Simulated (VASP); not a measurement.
# Si2Mo (I4/mmm) in VASP: a series of runs

The runs below take Si2Mo through single point, with PBE.

Everything below comes from runs of VASP 6.6.1. Logs are shortened: lines on timing, memory, paths and dates and some standing lists are left out, and cuts for length are marked.

## (1) The cell of the first run

Symmetry: I4/mmm, No. 139, tetragonal system. The conventional cell has a = 3.110 Å, b = 3.110 Å, c = 7.665 Å, α = 90.00°, β = 90.00°, γ = 90.00°. Si (site symmetry 4mm) has 5 Mo at 2.54 to 2.56 Å and 9 Si at 2.55 to 3.11 Å within 3.4 Å. Mo (site symmetry 4/mmm) has 10 Si at 2.54 to 2.56 Å and 4 Mo at 3.11 Å within 3.4 Å.

## (2) Single point, PBE (12.36 Å³/atom)

Contents of INCAR:

```
ALGO     = Normal         # electronic algorithm
EDIFF    = 1E-6           # SCF threshold, eV
ENCUT    = 520            # plane-wave cutoff, eV
GGA      = PE             # functional
ISIF     = 2              # what is computed and relaxed
ISMEAR   = 0              # smearing method
LASPH    = T              # aspherical terms in the spheres
LCHARG   = F              # write CHGCAR
LREAL    = F              # projectors in reciprocal space
LWAVE    = F              # write WAVECAR
NBANDS   = 18             # bands
NELM     = 60             # most SCF steps
PREC     = Accurate       # precision mode
SIGMA    = 0.1            # smearing width, eV
```

Contents of KPOINTS:

```
k-points
0
Gamma
  18 18 18
```

Contents of POSCAR:

```
Si2Mo
1.0
   -1.5549706473      1.5549706473      3.8327392900
    1.5549706473     -1.5549706473      3.8327392900
    1.5549706473      1.5549706473     -3.8327392900
Si Mo
2 1
Direct
    0.3338155736      0.3338155736      0.0000000000
    0.6661844264      0.6661844264      0.0000000000
    0.0000000000      0.0000000000      0.0000000000
```

Potentials or basis: VASP PAW PBE potentials, release 64 (Si, Mo_sv).

Launch:

```bash
$ cat potpaw_PBE.64/Si/POTCAR potpaw_PBE.64/Mo_sv/POTCAR > POTCAR
$ mpirun -np 1 vasp_std > vasp.out
```

OUTCAR:

```text
EDIFF = 1E-6
   ENCUT = 520
   GGA = PE
   ISIF = 2
   ISMEAR = 0
   LASPH = T
   LREAL = F
   NELM = 60
   PREC = Accurate

 ion  position               nearest neighbor table
   1  0.334  0.334  0.000-   3 2.54   3 2.54   3 2.54   3 2.54   2 2.55   2 2.55   2 2.55   2 2.55
                             2 2.55   3 2.56
   2  0.666  0.666  0.000-   3 2.54   3 2.54   3 2.54   3 2.54   1 2.55   1 2.55   1 2.55   1 2.55
                             1 2.55   3 2.56
   3  0.000  0.000  0.000-   2 2.54   2 2.54   2 2.54   1 2.54   2 2.54   1 2.54   1 2.54   1 2.54
                             1 2.56   2 2.56

  LATTYP: Found a body centered tetragonal cell.
 ALAT       =     3.1099412946
 C/A-ratio  =     2.4648306363

  Lattice vectors:

 A1 = (  -1.5549706473,   1.5549706473,   3.8327392900)
 A2 = (   1.5549706473,  -1.5549706473,   3.8327392900)
 A3 = (   1.5549706473,   1.5549706473,  -3.8327392900)

Analysis of symmetry for initial positions (statically):
=====================================================================
 Subroutine PRICEL returns:
 Original cell was already a primitive cell.

 Routine SETGRP: Setting up the symmetry group for a
 body centered tetragonal supercell.

 Subroutine GETGRP returns: Found 16 space group operations
 (whereof 16 operations were pure point group operations)
 out of a pool of 16 trial point group operations.

The static configuration has the point symmetry D_4h.

Analysis of symmetry for dynamics (positions and initial velocities):
=====================================================================
 Subroutine PRICEL returns:
 Original cell was already a primitive cell.

 Routine SETGRP: Setting up the symmetry group for a
 body centered tetragonal supercell.

 Subroutine GETGRP returns: Found 16 space group operations
 (whereof 16 operations were pure point group operations)
 out of a pool of 16 trial point group operations.

The dynamic configuration has the point symmetry D_4h.

 Subroutine INISYM returns: Found 16 space group operations
 (whereof 16 operations are pure point group operations),
 and found     1 'primitive' translations

----------------------------------------------------------------------------------------

                                     Primitive cell

  volume of cell :      37.0692

  direct lattice vectors                    reciprocal lattice vectors
    -1.554970647  1.554970647  3.832739290     0.000000000  0.321549478  0.130454999
     1.554970647 -1.554970647  3.832739290     0.321549478  0.000000000  0.130454999
     1.554970647  1.554970647 -3.832739290     0.321549478  0.321549478  0.000000000

  length of vectors
     4.418795978  4.418795978  4.418795978     0.347005149  0.347005149  0.454739633

  position of ions in fractional coordinates (direct lattice)
     0.333815574  0.333815574  0.000000000
     0.666184426  0.666184426  0.000000000
     0.000000000  0.000000000  0.000000000

  ion indices of the primitive-cell ions
   primitive index   ion index
                 1           1
                 2           2
                 3           3

----------------------------------------------------------------------------------------

 KPOINTS: k-points

Automatic generation of k-mesh.
 Grid dimensions read from file:
 generate k-points for:   18   18   18

 Generating k-lattice:

  Cartesian coordinates                     Fractional coordinates (reciprocal lattice)
     0.000000000  0.017863860  0.007247500     0.055555556  0.000000000  0.000000000
     0.017863860  0.000000000  0.007247500     0.000000000  0.055555556  0.000000000
     0.017863860  0.017863860  0.000000000     0.000000000  0.000000000  0.055555556

  Length of vectors
     0.019278064  0.019278064  0.025263313

  Shift w.r.t. Gamma in fractional coordinates (k-lattice)
     0.000000000  0.000000000  0.000000000

 Subroutine IBZKPT returns following result:
 ===========================================

 Found    480 irreducible k-points:

 Following reciprocal coordinates:
            Coordinates               Weight
[... 42 lines left out ...]
  free energy    TOTEN  =       -23.00786628 eV

  energy without entropy =      -23.00674287  energy(sigma->0) =      -23.00730457

 E-fermi :  13.5414     XC(G=0): -12.8231

 val. band max:       13.5095145264   @ k =  -0.4444  -0.4444   0.2778
 cond. band min:      13.5562211719   @ k =  -0.3889   0.5000   0.3333
 fundamental gap:      0.0467066455
 Fermi energy:        13.5413536312

 k-point     1 :       0.0000    0.0000    0.0000
  band No.  band energies     occupation
      1     -47.0845      2.00000
      2     -21.3092      2.00000
      3     -21.1640      2.00000
      4     -21.1640      2.00000
      5      -0.5575      2.00000
      6       6.6392      2.00000
[... 10 lines left out ...]
     17      19.0885      0.00000
     18      19.0885      0.00000

 k-point     2 :       0.0556   -0.0000    0.0000
  band No.  band energies     occupation
      1     -47.0836      2.00000
      2     -21.3084      2.00000
      3     -21.1750      2.00000
      4     -21.1630      2.00000
      5      -0.4967      2.00000
      6       6.6538      2.00000
[... 10 lines left out ...]
     17      19.1283      0.00000
     18      19.4624      0.00000

 k-point     3 :       0.1111   -0.0000    0.0000
  band No.  band energies     occupation
      1     -47.0812      2.00000
      2     -21.3060      2.00000
      3     -21.2065      2.00000
      4     -21.1600      2.00000
      5      -0.3159      2.00000
      6       6.6867      2.00000
[... 10 lines left out ...]
     17      19.3434      0.00000
     18      20.2672      0.00000

 k-point     4 :       0.1667    0.0000    0.0000
  band No.  band energies     occupation
      1     -47.0775      2.00000
      2     -21.3024      2.00000
      3     -21.2545      2.00000
      4     -21.1555      2.00000
      5      -0.0200      2.00000
      6       6.6958      2.00000
[... 375 lines left out ...]
      4     -21.1488      2.00000
      5       1.4342      2.00000
      6       5.7994      2.00000
[... 10 lines left out ...]
     17      21.1633      0.00000
     18      22.5252      0.00000

 k-point    23 :      -0.2778    0.0556    0.0000
  band No.  band energies     occupation
      1     -47.0673      2.00000
      2     -21.3732      2.00000
      3     -21.2902      2.00000
      4     -21.1545      2.00000
      5       0.8608      2.00000
      6       6.4203      2.00000
[... 10 lines left out ...]
     17      21.1001      0.00000
     18      22.1543      0.00000

 k-point    24 :      -0.2222    0.0556    0.0000
  band No.  band energies     occupation
      1     -47.0722      2.00000
      2     -21.3120      2.00000
      3     -21.2948      2.00000
      4     -21.1605      2.00000
      5       0.3744      2.00000
      6       6.8343      2.00000
[... 10 lines left out ...]
     17      20.3933      0.00000
     18      22.3312      0.00000

 [... further k-points ...]

------------------------ aborting loop because EDIFF is reached ----------------------------------------

  FORCE on cell =-STRESS in cart. coord.  units (eV):
  Direction    XX          YY          ZZ          XY          YZ          ZX
  --------------------------------------------------------------------------------------
  -------------------------------------------------------------------------------------
  Total        5.5476164      5.5476164      5.5196196      0.0000000     -0.0000000     -0.0000000
  in kB      239.7746928    239.7746928    238.5646375      0.0000000     -0.0000000     -0.0000000
  external PRESSURE =     239.3713410 kB  Pullay stress =       0.0000000 kB

 VOLUME and BASIS-vectors are now :
 -----------------------------------------------------------------------------
  energy-cutoff  :      520.00
  volume of cell :       37.07
      direct lattice vectors                 reciprocal lattice vectors
    -1.554970647  1.554970647  3.832739290     0.000000000  0.321549478  0.130454999
     1.554970647 -1.554970647  3.832739290     0.321549478  0.000000000  0.130454999
     1.554970647  1.554970647 -3.832739290     0.321549478  0.321549478  0.000000000

 POSITION                                       TOTAL-FORCE (eV/Angst)
 -----------------------------------------------------------------------------------
      0.00000      0.00000      2.55886        -0.000000     -0.000000     -0.014665
      0.00000      0.00000      5.10662        -0.000000     -0.000000      0.014665
      0.00000      0.00000      0.00000         0.000000      0.000000      0.000000
 -----------------------------------------------------------------------------------
    total drift:                                0.000000      0.000000     -0.000000

  FREE ENERGIE OF THE ION-ELECTRON SYSTEM (eV)
  ---------------------------------------------------
  free  energy   TOTEN  =       -23.0078662801 eV

  energy  without entropy=      -23.0067428651  energy(sigma->0) =      -23.00730457
```

Run time: 7.3 min. Hardware: 1 thread of Intel Xeon Platinum 8175M at 2.50GHz (Skylake/Cascade Lake), shared host; peak memory 0.44 GiB.

Results:

```
Free energy            : -23.0079 eV
Pressure               : 23.9 GPa
Largest force          : 0.015 eV/Å
Band gap on the k mesh : zero (bands 11 and 12 overlap by 1.03 eV)
```

Forces on the atoms (eV/Å):
```
Si   0.000  0.000 -0.015
Si   0.000  0.000  0.015
Mo   0.000  0.000  0.000
```

Levels at points of the mesh, in eV from the Fermi level:
```csv
k point,band 8,band 9,band 10,band 11,band 12,band 13,band 14,band 15
"(0.00, 0.00, 0.00)",-3.38,-2.86,-2.86,0.45,2.84,3.67,3.88,3.88
"(0.50, 0.00, 0.00)",-4.72,-2.90,-2.77,-0.61,2.58,3.24,4.38,4.69
"(0.50, 0.50, 0.00)",-5.21,-4.78,-3.43,-1.14,2.65,3.11,3.36,3.50
"(0.50, 0.50, 0.50)",-2.49,-0.66,-0.66,-0.46,-0.46,0.61,4.94,5.99
```

Caveat: the cell stands under pressure.

## (3) Single point, PBE (12.76 Å³/atom)

This run uses another cell than the first one, of 12.76 Å³/atom.

Contents of INCAR:

```
PREC = Accurate
ENCUT = 520
EDIFF = 1E-6
ISMEAR = 0
SIGMA = 0.1
LREAL = F
LASPH = T
NELM = 100
ALGO = Normal
ISIF = 2
LWAVE = F
LCHARG = T
GGA = PE
LELF = T
LVHAR = T
NBANDS = 18
```

Contents of KPOINTS:

```
regular mesh
0
Gamma
  18 18 18
```

Contents of POSCAR:

```
Si2Mo
1.0
   -1.5731917073      1.5731917073      3.8679142187
    1.5731917073     -1.5731917073      3.8679142187
    1.5731917073      1.5731917073     -3.8679142187
Si Mo
2 1
Direct
    0.3342304915      0.3342304915      0.0000000000
    0.6657695085      0.6657695085      0.0000000000
    0.0000000000      0.0000000000      0.0000000000
```

Potentials or basis: VASP PAW PBE potentials, release 64 (Si, Mo_sv).

Launch:

```bash
$ cat potpaw_PBE.64/Si/POTCAR potpaw_PBE.64/Mo_sv/POTCAR > POTCAR
$ mpirun -np 1 vasp_std > vasp.out
```

Wall time 8 min (1 thread of Intel Xeon Platinum 8175M at 2.50GHz (Skylake/Cascade Lake), shared host); peak memory 0.44 GiB.

It converged, with:

- Free energy: -23.1545 eV
- Pressure: 14.7 GPa
- Largest force: 0.011 eV/Å
- Band gap on the k mesh: zero (bands 11 and 12 overlap by 1.00 eV)

Forces in eV/Å, atoms in the order of the input:
```
Si   0.000  0.000 -0.011
Si   0.000  0.000  0.011
Mo   0.000  0.000  0.000
```

Stress tensor (GPa, compression positive):
```
14.73  0.00  0.00
 0.00 14.73  0.00
 0.00  0.00 14.63
```

Levels at points of the mesh, in eV from the Fermi level:
```csv
k point,band 7,band 8,band 9,band 10,band 11,band 12,band 13,band 14,band 15,band 16
"(0.00, 0.00, 0.00)",-3.40,-3.28,-2.76,-2.76,0.42,2.98,3.45,3.73,3.73,4.32
"(0.50, 0.00, 0.00)",-5.15,-4.64,-2.77,-2.69,-0.57,2.45,3.18,4.32,4.43,5.60
"(0.50, 0.50, 0.00)",-5.89,-5.21,-4.65,-3.28,-1.18,2.51,2.95,3.26,3.44,4.82
"(0.50, 0.50, 0.50)",-3.80,-2.37,-0.63,-0.63,-0.47,-0.47,0.57,4.85,5.73,6.01
```

Caveat: the cell stands under pressure.

## (4) Single point, PBE (13.17 Å³/atom)

This run uses another cell than the first one, of 13.17 Å³/atom.

Contents of INCAR:

```
SYSTEM = Si2Mo
ALGO     = Normal         ! electronic algorithm
EDIFF    = 1E-6           ! SCF threshold, eV
ENCUT    = 520            ! plane-wave cutoff, eV
GGA      = PE             ! functional
ISIF     = 2              ! what is computed and relaxed
ISMEAR   = 0              ! smearing method
LASPH    = .True.         ! aspherical terms in the spheres
LCHARG   = .False.        ! write CHGCAR
LREAL    = .False.        ! projectors in reciprocal space
LWAVE    = .False.        ! write WAVECAR
NBANDS   = 18             ! bands
NELM     = 100            ! most SCF steps
PREC     = Accurate       ! precision mode
SIGMA    = 0.1            ! smearing width, eV
```

Contents of KPOINTS:

```
k-points
0
Gamma
  18 18 18
  0 0 0
```

Contents of POSCAR:

```
Si2Mo
1.0
   -1.5909613531      1.5909613531      3.9026962517
    1.5909613531     -1.5909613531      3.9026962517
    1.5909613531      1.5909613531     -3.9026962517
Si Mo
2 1
Direct
    0.3346757235      0.3346757235      0.0000000000
    0.6653242765      0.6653242765      0.0000000000
    0.0000000000      0.0000000000      0.0000000000
```

Launch:

```bash
$ cat potpaw_PBE.64/Si/POTCAR potpaw_PBE.64/Mo_sv/POTCAR > POTCAR
$ mpirun -np 1 vasp_std > vasp.out
```

It took 8.5 min on 1 thread of Intel Xeon Platinum 8175M at 2.50GHz (Skylake/Cascade Lake), shared host; peak memory 0.45 GiB.

The run converged. Its results:

```yaml
Free_energy: -23.2360 eV
Pressure: 6.8 GPa
Largest_force: 0.011 eV/Å
Band_gap_on_the_k_mesh: zero (bands 11 and 12 overlap by 0.97 eV)
```

Forces on the atoms (eV/Å):
```
Si   0.000  0.000 -0.011
Si   0.000  0.000  0.011
Mo   0.000  0.000  0.000
```

Stress tensor (GPa, compression positive):
```
6.87 0.00 0.00
0.00 6.87 0.00
0.00 0.00 6.77
```

Levels at points of the mesh, in eV from the Fermi level:
| k point | band 9 | band 10 | band 11 | band 12 | band 13 | band 14 |
| --- | --- | --- | --- | --- | --- | --- |
| (0.00, 0.00, 0.00) | -2.67 | -2.67 | 0.39 | 3.12 | 3.25 | 3.60 |
| (0.50, 0.00, 0.00) | -2.64 | -2.62 | -0.53 | 2.33 | 3.12 | 4.19 |
| (0.50, 0.50, 0.00) | -4.51 | -3.13 | -1.20 | 2.38 | 2.81 | 3.18 |
| (0.50, 0.50, 0.50) | -0.60 | -0.60 | -0.48 | -0.48 | 0.53 | 4.77 |

Caveat: the cell stands under pressure.

## (5) Single point, PBE (13.99 Å³/atom)

This run uses another cell than the first one, of 13.99 Å³/atom.

Contents of INCAR:

```
ALGO = Normal
EDIFF = 1E-6
ENCUT = 520
GGA = PE
ISIF = 2
ISMEAR = 0
LASPH = T
LCHARG = T
LELF = T
LREAL = F
LVHAR = T
LWAVE = F
NBANDS = 18
NELM = 80
PREC = Accurate
SIGMA = 0.1
```

Contents of KPOINTS:

```
k-points
0
Gamma
  18 18 18
```

Contents of POSCAR:

```
Si2Mo
1.0
   -1.6254726395      1.6254726395      3.9699969629
    1.6254726395     -1.6254726395      3.9699969629
    1.6254726395      1.6254726395     -3.9699969629
Si Mo
2 1
Direct
    0.3355491352      0.3355491352      0.0000000000
    0.6644508648      0.6644508648      0.0000000000
    0.0000000000      0.0000000000      0.0000000000
```

Launch:

```bash
$ cat potpaw_PBE.64/Si/POTCAR potpaw_PBE.64/Mo_sv/POTCAR > POTCAR
$ mpirun -np 1 vasp_std > vasp.out
```

It took 8.1 min on 1 thread of Intel Xeon Platinum 8175M at 2.50GHz (Skylake/Cascade Lake), shared host; peak memory 0.46 GiB.

Results (log left out):

* Free energy: -23.2415 eV
* Pressure: -5.5 GPa
* Band gap on the k mesh: zero (bands 11 and 12 overlap by 0.91 eV)

Levels at points of the mesh, in eV from the Fermi level:
| k point | band 9 | band 10 | band 11 | band 12 | band 13 | band 14 |
| --- | --- | --- | --- | --- | --- | --- |
| (0.00, 0.00, 0.00) | -2.50 | -2.50 | 0.33 | 2.91 | 3.36 | 3.36 |
| (0.50, 0.00, 0.00) | -2.48 | -2.41 | -0.45 | 2.11 | 3.03 | 3.76 |
| (0.50, 0.50, 0.00) | -4.26 | -2.87 | -1.22 | 2.15 | 2.55 | 3.03 |
| (0.50, 0.50, 0.50) | -0.54 | -0.54 | -0.48 | -0.48 | 0.46 | 4.62 |

Caveat: the cell stands under tension.

## (6) Single point, PBE (13.99 Å³/atom)

This run uses another cell than the first one, of 13.99 Å³/atom.

INCAR is that of step 5.

KPOINTS is that of step 5.

Contents of POSCAR:

```
Si2Mo
1.0
   -1.6254726402      1.6254726402      3.9699969765
    1.6254726402     -1.6254726402      3.9699969765
    1.6254726402      1.6254726402     -3.9699969765
Si Mo
2 1
Direct
    0.3355491363      0.3355491363      0.0000000000
    0.6644508637      0.6644508637      0.0000000000
    0.0000000000      0.0000000000      0.0000000000
```

Potentials or basis: VASP PAW PBE potentials, release 64 (Si, Mo_sv).

Launch:

```bash
$ cat potpaw_PBE.64/Si/POTCAR potpaw_PBE.64/Mo_sv/POTCAR > POTCAR
$ mpirun -np 1 vasp_std > vasp.out
```

It took 13 min on 1 thread of Intel Xeon Platinum 8259CL at 2.50GHz (Skylake/Cascade Lake), shared host; peak memory 0.46 GiB.

Results (log left out):

```yaml
Free_energy: -23.2415 eV
Pressure: -5.5 GPa
Band_gap_on_the_k_mesh: zero (bands 11 and 12 overlap by 0.91 eV)
```

Levels at points of the mesh, in eV from the Fermi level:
```csv
k point,band 7,band 8,band 9,band 10,band 11,band 12,band 13,band 14,band 15,band 16
"(0.00, 0.00, 0.00)",-3.43,-2.85,-2.50,-2.50,0.33,2.91,3.36,3.36,3.37,3.90
"(0.50, 0.00, 0.00)",-4.77,-4.36,-2.48,-2.41,-0.45,2.11,3.03,3.76,4.09,5.43
"(0.50, 0.50, 0.00)",-5.44,-5.20,-4.26,-2.87,-1.22,2.15,2.55,3.03,3.25,4.74
"(0.50, 0.50, 0.50)",-3.30,-2.05,-0.54,-0.54,-0.48,-0.48,0.46,4.62,4.66,6.04
```

Caveat: the cell stands under tension.

## (7) The runs side by side

| cell | gap on the mesh (eV) | pressure (GPa) | largest force (eV/Å) |
| --- | --- | --- | --- |
| a = 4.419 Å, angles 138.8, 138.8, 59.7°, 3 atoms, atomic positions A | none | 23.9 | 0.01 |
| a = 4.462 Å, angles 138.7, 138.7, 59.8°, 3 atoms, atomic positions B | none | 14.7 | 0.01 |
| a = 4.505 Å, angles 138.6, 138.6, 59.9°, 3 atoms, atomic positions C | none | 6.8 | 0.01 |
| a = 4.588 Å, angles 138.5, 138.5, 60.1°, 3 atoms, atomic positions D | none | -5.5 | - |

Alike in all rows: task single point; level PBE; potentials or basis VASP PAW PBE potentials, release 64 (Si, Mo_sv); no spin polarisation; k mesh 18 × 18 × 18; cutoff (eV) 520; smearing gaussian 0.1 eV.

Caveats: the cell stands under pressure (at least some runs); the cell stands under tension (at least some runs).

Absolute energies hang on the potentials; compare differences alone.

The gap in the log of VASP goes by the Fermi energy; the results here count the filled bands.